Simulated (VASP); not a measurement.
# BAs (I-4m2) in VASP: a series of runs

BAs is run at these levels: HSE06; tasks: single point.

Everything below comes from runs of VASP 6.6.1. Logs are shortened: lines on timing, memory, paths and dates and some standing lists are left out, and cuts for length are marked.

## 1. The cell of the first run

It takes space group I-4m2 (No. 119, tetragonal). The conventional cell has a = 3.383 Å, b = 3.383 Å, c = 4.806 Å, α = 90.00°, β = 90.00°, γ = 90.00°. B (site symmetry -4m2) has 4 As at 2.07 Å within 2.7 Å. As (site symmetry -4m2) has 4 B at 2.07 Å within 2.7 Å.

## 2. Single point, HSE06 (uniaxial y strain +0.5%)

POSCAR reads:

```
BAs
1.0
    0.0000000000      2.4028725035      2.3918699019
    2.3918699019      0.0000000000      2.3918699019
    2.3918699019      2.4028725035      0.0000000000
B As
1 1
Direct
    0.0000000000      0.0000000000      0.0000000000
    0.2500000000      0.2500000000      0.2500000000
```

INCAR.step1 reads:

```
SYSTEM = BAs
PREC     = Accurate       ! precision mode
ENCUT    = 520            ! plane-wave cutoff, eV
EDIFF    = 1E-5           ! SCF threshold, eV
ISMEAR   = 0              ! smearing method
SIGMA    = 0.01           ! smearing width, eV
LREAL    = .False.        ! projectors in reciprocal space
LASPH    = .True.         ! aspherical terms in the spheres
NELM     = 60             ! most SCF steps
ALGO     = Normal         ! electronic algorithm
ISIF     = 2              ! what is computed and relaxed
LWAVE    = .True.         ! write WAVECAR
LCHARG   = .False.        ! write CHGCAR
NBANDS   = 11             ! bands
GGA      = PE             ! functional
```

INCAR.step2 reads:

```
SYSTEM = BAs
PREC     = Accurate       ! precision mode
ENCUT    = 520            ! plane-wave cutoff, eV
EDIFF    = 1E-7           ! SCF threshold, eV
ISMEAR   = 0              ! smearing method
SIGMA    = 0.01           ! smearing width, eV
LREAL    = .False.        ! projectors in reciprocal space
LASPH    = .True.         ! aspherical terms in the spheres
NELM     = 60             ! most SCF steps
ALGO     = Normal         ! electronic algorithm
ISIF     = 2              ! what is computed and relaxed
LWAVE    = .False.        ! write WAVECAR
LCHARG   = .False.        ! write CHGCAR
GGA      = PE             ! functional
LHFCALC  = .True.         ! exact exchange
HFSCREEN = 0.2079         ! screening, 1/A
PRECFOCK = Normal       
NBANDS   = 11             ! bands
ISTART   = 1
```

KPOINTS reads:

```
Automatic mesh
0
Gamma
  6 6 6
  0 0 0
```

Potentials or basis: VASP PAW PBE potentials, release 64 (B, As).

On the command line:

```console
> cat potpaw_PBE.64/B/POTCAR potpaw_PBE.64/As/POTCAR > POTCAR
> cp INCAR.step1 INCAR
> mpirun -np 1 vasp_std > vasp.out
> cp INCAR.step2 INCAR
> mpirun -np 1 vasp_std > vasp.out
```

OUTCAR:

```text
SYSTEM = BAs
   PREC = Accurate
   ENCUT = 520
   EDIFF = 1E-7
   ISMEAR = 0
   LREAL = .False.
   LASPH = .True.
   NELM = 60
   ISIF = 2
   GGA = PE
   LHFCALC = .True.
   HFSCREEN = 0.2079
   PRECFOCK = Normal
   ISTART = 1

 ion  position               nearest neighbor table
   1  0.000  0.000  0.000-   2 2.07   2 2.07   2 2.07   2 2.07
   2  0.250  0.250  0.250-   1 2.07   1 2.07   1 2.07   1 2.07

  LATTYP: Found a body centered tetragonal cell.
 ALAT       =     3.3826148547
 C/A-ratio  =     1.4207189448

  Lattice vectors:

 A1 = (   0.0000000000,  -2.4028725035,   2.3918699019)
 A2 = (   0.0000000000,  -2.4028725035,  -2.3918699019)
 A3 = (   2.3918699019,   2.4028725035,   0.0000000000)

Analysis of symmetry for initial positions (statically):
=====================================================================
 Subroutine PRICEL returns:
 Original cell was already a primitive cell.

 Routine SETGRP: Setting up the symmetry group for a
 body centered tetragonal supercell.

 Subroutine GETGRP returns: Found  8 space group operations
 (whereof  8 operations were pure point group operations)
 out of a pool of 16 trial point group operations.

The static configuration has the point symmetry D_2d.

Analysis of symmetry for dynamics (positions and initial velocities):
=====================================================================
 Subroutine PRICEL returns:
 Original cell was already a primitive cell.

 Routine SETGRP: Setting up the symmetry group for a
 body centered tetragonal supercell.

 Subroutine GETGRP returns: Found  8 space group operations
 (whereof  8 operations were pure point group operations)
 out of a pool of 16 trial point group operations.

The dynamic configuration has the point symmetry D_2d.

 Subroutine INISYM returns: Found  8 space group operations
 (whereof  8 operations are pure point group operations),
 and found     1 'primitive' translations

----------------------------------------------------------------------------------------

                                     Primitive cell

  volume of cell :      27.4939

  direct lattice vectors                    reciprocal lattice vectors
     0.000000000  2.402872503  2.391869902    -0.209041470  0.208084282  0.209041470
     2.391869902  0.000000000  2.391869902     0.209041470 -0.208084282  0.209041470
     2.391869902  2.402872503  0.000000000     0.209041470  0.208084282 -0.209041470

  length of vectors
     3.390403795  3.382614855  3.390403795     0.361518659  0.361518659  0.361518659

  position of ions in fractional coordinates (direct lattice)
     0.000000000  0.000000000  0.000000000
     0.250000000  0.250000000  0.250000000

  ion indices of the primitive-cell ions
   primitive index   ion index
                 1           1
                 2           2

----------------------------------------------------------------------------------------

 KPOINTS: Automatic mesh

Automatic generation of k-mesh.
 Grid dimensions read from file:
 generate k-points for:    6    6    6

 Generating k-lattice:

  Cartesian coordinates                     Fractional coordinates (reciprocal lattice)
    -0.034840245  0.034680714  0.034840245     0.166666667  0.000000000  0.000000000
     0.034840245 -0.034680714  0.034840245     0.000000000  0.166666667  0.000000000
     0.034840245  0.034680714 -0.034840245     0.000000000  0.000000000  0.166666667

  Length of vectors
     0.060253110  0.060253110  0.060253110

  Shift w.r.t. Gamma in fractional coordinates (k-lattice)
     0.000000000  0.000000000  0.000000000

 Subroutine IBZKPT returns following result:
 ===========================================

 Found     30 irreducible k-points:

 Following reciprocal coordinates:
            Coordinates               Weight
  0.000000  0.000000  0.000000      1.000000
  0.166667  0.000000 -0.000000      8.000000
  0.333333  0.000000  0.000000      8.000000
  0.500000  0.000000  0.000000      4.000000
  0.166667  0.166667  0.000000      4.000000
  0.333333  0.166667  0.000000     16.000000
[... 16 lines left out ...]
  0.333333 -0.333333  0.166667     16.000000
  0.500000 -0.333333  0.166667      4.000000
 [... further k-points ...]
   k-points           NKPTS =     30   k-points in BZ     NKDIM =    216   number of bands    NBANDS=     11
   number of dos      NEDOS =    301   number of ions     NIONS =      2
   total plane-waves  NPLWV =  21952
   dimension x,y,z NGX =    28 NGY =   28 NGZ =   28
   dimension x,y,z NGXF=    56 NGYF=   56 NGZF=   56
   ions per type =               1   1
   NGX,Y,Z   is equivalent  to a cutoff of  13.73, 13.76, 13.73 a.u.
   NGXF,Y,Z  is equivalent  to a cutoff of  27.46, 27.52, 27.46 a.u.
 SYSTEM =  BAs
   PREC   = accura    normal or accurate (medium, high low for compatibility)
   ISTART =      1    job   : 0-new  1-cont  2-samecut
   ICHARG =      0    charge: 1-file 2-atom 10-const
   ISPIN  =      1    spin polarized calculation?
   LNONCOLLINEAR =      F non collinear calculations
   LSORBIT =      F    spin-orbit coupling
   LASPH  =      T    aspherical Exc in radial PAW
   ENCUT  =  520.0 eV  38.22 Ry    6.18 a.u.   6.30  6.29  6.30*2*pi/ulx,y,z
   NELM   =     60;   NELMIN=  2; NELMDL=  0     # of ELM steps
   EDIFF  = 0.1E-06   stopping-criterion for ELM
   LREAL  =      F    real-space projection
   EDIFFG = 0.1E-05   stopping-criterion for IOM
   NSW    =      0    number of steps for IOM
   IBRION =     -1    ionic relax: 0-MD 1-quasi-New 2-CG
   NFREE  =      0    steps in history (QN), initial steepest desc. (CG)
   ISIF   =      2    stress and relaxation
   ISYM   =      3    0-nonsym 1-usesym 2-fastsym
   POTIM  = 0.5000    time-step for ionic-motion
   TEBEG  =    0.0;   TEEND  =   0.0 temperature during run
   PSTRESS=    0.0 pullay stress
   NELECT =       8.0000    total number of electrons
   NUPDOWN=      -1.0000    fix difference up-down
   EMIN   =  10.00;   EMAX   =-10.00  energy-range for DOS
   EFERMI =   0.00;   METHOD = LEGACY
   ISMEAR =     0;   SIGMA  =   0.01  broadening in eV -4-tet -1-fermi 0-gaus
   EFERMI_NEDOS =   21; number of points for ismear=-14 and -15
   IALGO  =     38    algorithm
   IMIX   =      1    mixing-type and parameters
     AMIX     =   0.40;   BMIX     =  1.00
     AMIX_MAG =   1.60;   BMIX_MAG =  1.00
  volume/ion in A,a.u.               =      13.75        92.77
  Fermi-wavevector in a.u.,A,eV,Ry     =   1.084825  2.050021 16.011942  1.176845
  Thomas-Fermi vector in A             =   2.220924
   LORBIT       =      0    0 simple, 1 ext, 2 COOP (PROOUT), +10 PAW based schemes
   GGA     = PE    functional components
   LHFCALC =     T    Hartree Fock is set to
   PRECFOCK=normal    Normal, Fast or Accurate (Low or Medium for compatibility)
   ENCUT4O =  -1.0   cutoff for four orbital integrals eV
   NKREDX  =     1    reduce k-point grid by
   NKREDY  =     1    reduce k-point grid by
   NKREDZ  =     1    reduce k-point grid by
   AEXX    =    0.2500 exact exchange contribution
   HFSCREEN=    0.2079 screening length (either q_TF or 0.3 A-1)
   HFSCREENC=   0.2079 screening length for correlation (either q_TF or 0.3 A-1)
   ENCUTFOCK=  -1.0 apply spherical cutoff to Coloumb kernel
   IVDW    =     0    specifies the selected vdW correction
   LEPSILON=     F    determine dielectric tensor
   LRPA    =     F    only Hartree local field effects (RPA)
 non-spin polarized calculation
 Gauss-broadening in eV      SIGMA  =   0.01
  energy-cutoff  :      520.00
  volume of cell :       27.49
 maximum number of plane-waves:       754
 NGX is ok and might be reduce to    28
  NGX = 20; NGY = 20; NGZ = 20

 number of electron       8.0000000 magnetization

 Free energy of the ion-electron system (eV)
  ---------------------------------------------------
  ext. energy  EPLUGINS =         0.00000000
  ---------------------------------------------------
  free energy    TOTEN  =       -13.24058069 eV

  energy without entropy =      -13.24058069  energy(sigma->0) =      -13.24058069

 E-fermi :   5.6821     XC(G=0):  -8.7306

 val. band max:        5.6340041081   @ k =   0.0000   0.0000   0.0000
 cond. band min:       7.5507583279   @ k =   0.3333   0.3333   0.0000
 fundamental gap:      1.9167542198
 Fermi energy:         5.6821227653

 k-point     1 :       0.0000    0.0000    0.0000
  band No.  band energies     occupation
      1     -11.2487      2.00000
      2       5.5871      2.00000
      3       5.6340      2.00000
      4       5.6340      2.00000
      5       9.7102      0.00000
      6       9.7102      0.00000
      7       9.7403      0.00000
      8      11.3730      0.00000
      9      16.1953      0.00000
     10      19.5634      0.00000
     11      19.6946      0.00000

 k-point     2 :       0.1667    0.0000   -0.0000
  band No.  band energies     occupation
      1     -10.7530      2.00000
      2       2.4447      2.00000
      3       4.8827      2.00000
      4       4.9214      2.00000
      5       9.7727      0.00000
      6      10.6562      0.00000
      7      10.6668      0.00000
      8      13.3938      0.00000
      9      17.6933      0.00000
     10      17.8865      0.00000
     11      17.9561      0.00000

 k-point     3 :       0.3333    0.0000    0.0000
  band No.  band energies     occupation
      1      -9.3638      2.00000
      2      -1.7361      2.00000
      3       3.9616      2.00000
      4       4.0137      2.00000
      5       9.3069      0.00000
      6      11.3530      0.00000
      7      11.3807      0.00000
      8      15.5175      0.00000
      9      18.2154      0.00000
     10      18.7339      0.00000
     11      18.7467      0.00000

 k-point     4 :       0.5000    0.0000    0.0000
  band No.  band energies     occupation
      1      -8.0917      2.00000
      2      -4.0076      2.00000
      3       3.6184      2.00000
      4       3.6764      2.00000
      5       9.1230      0.00000
      6      11.2824      0.00000
      7      11.3234      0.00000
      8      15.6184      0.00000
      9      19.6270      0.00000
     10      21.4627      0.00000
     11      21.5163      0.00000

 k-point     5 :       0.1667    0.1667    0.0000
  band No.  band energies     occupation
      1     -10.5838      2.00000
      2       3.1699      2.00000
      3       3.7799      2.00000
      4       3.8043      2.00000
      5       8.6057      0.00000
      6      12.1964      0.00000
      7      12.2677      0.00000
      8      12.3036      0.00000
      9      16.3576      0.00000
     10      18.5191      0.00000
     11      20.2949      0.00000
[... 211 lines left out ...]
 k-point    21 :       0.3333    0.5000    0.1667
  band No.  band energies     occupation
      1      -8.1630      2.00000
      2      -1.8064      2.00000
      3       0.3461      2.00000
      4       2.1826      2.00000
      5      10.2470      0.00000
      6      11.7437      0.00000
      7      12.4970      0.00000
      8      15.8620      0.00000
      9      18.3750      0.00000
     10      20.5491      0.00000
     11      23.1242      0.00000

 k-point    22 :      -0.3333    0.5000    0.1667
  band No.  band energies     occupation
      1      -6.4583      2.00000
      2      -3.4619      2.00000
      3       0.0615      2.00000
      4       0.2796      2.00000
      5      10.1702      0.00000
      6      10.4428      0.00000
      7      15.3956      0.00000
      8      15.6488      0.00000
      9      19.4107      0.00000
     10      22.7152      0.00000
     11      22.7918      0.00000

 k-point    23 :       0.3333   -0.3333    0.1667
  band No.  band energies     occupation
      1      -7.0232      2.00000
      2      -3.2510      2.00000
      3      -0.2374      2.00000
      4       1.4675      2.00000
      5      10.8628      0.00000
      6      11.8051      0.00000
      7      14.3085      0.00000
      8      15.6516      0.00000
      9      16.9944      0.00000
     10      21.3557      0.00000
     11      23.2903      0.00000

 k-point    24 :       0.5000   -0.3333    0.1667
  band No.  band energies     occupation
      1      -6.4639      2.00000
      2      -3.4629      2.00000
      3       0.0556      2.00000
      4       0.2643      2.00000
      5      10.1986      0.00000
      6      10.4691      0.00000
      7      15.5160      0.00000
      8      15.7593      0.00000
      9      19.3120      0.00000
     10      22.6089      0.00000
     11      22.7119      0.00000

 [... further k-points ...]
[... 5 lines left out ...]
  --------------------------------------------------------------------------------------
  -------------------------------------------------------------------------------------
  Total       -0.2529789     -0.4286936     -0.2529789      0.0000000      0.0000000      0.0000000
  in kB      -14.7420887    -24.9816835    -14.7420887      0.0000000      0.0000000      0.0000000
  external PRESSURE =     -18.1552869 kB  Pullay stress =       0.0000000 kB

 VOLUME and BASIS-vectors are now :
 -----------------------------------------------------------------------------
  energy-cutoff  :      520.00
  volume of cell :       27.49
      direct lattice vectors                 reciprocal lattice vectors
     0.000000000  2.402872503  2.391869902    -0.209041470  0.208084282  0.209041470
     2.391869902  0.000000000  2.391869902     0.209041470 -0.208084282  0.209041470
     2.391869902  2.402872503  0.000000000     0.209041470  0.208084282 -0.209041470

 POSITION                                       TOTAL-FORCE (eV/Angst)
 -----------------------------------------------------------------------------------
      0.00000      0.00000      0.00000         0.000000      0.000000      0.000000
      1.19593      1.20144      1.19593         0.000000     -0.000000      0.000000
 -----------------------------------------------------------------------------------
    total drift:                               -0.000000     -0.000000     -0.000000

  FREE ENERGIE OF THE ION-ELECTRON SYSTEM (eV)
  ---------------------------------------------------
  free  energy   TOTEN  =       -13.2405806893 eV

  energy  without entropy=      -13.2405806893  energy(sigma->0) =      -13.24058069
```

Run time: 19 min. Hardware: 1 thread of Intel Xeon Platinum 8488C (Sapphire Rapids), shared host; peak memory 0.27 GiB.

What came out:

| Item | Value |
| --- | --- |
| Free energy | -13.2406 eV |
| Pressure | -1.8 GPa |
| Band gap on the k mesh | 1.92 eV, indirect (least direct gap 4.08 eV) |

Caveat: the cell differs from its parent crystal (uniaxial y strain +0.5%); the PAW data sets were made with another functional, which shifts forces and pressure a little. A k mesh can miss the band edges.

(Part 1 of 2 ends here.)
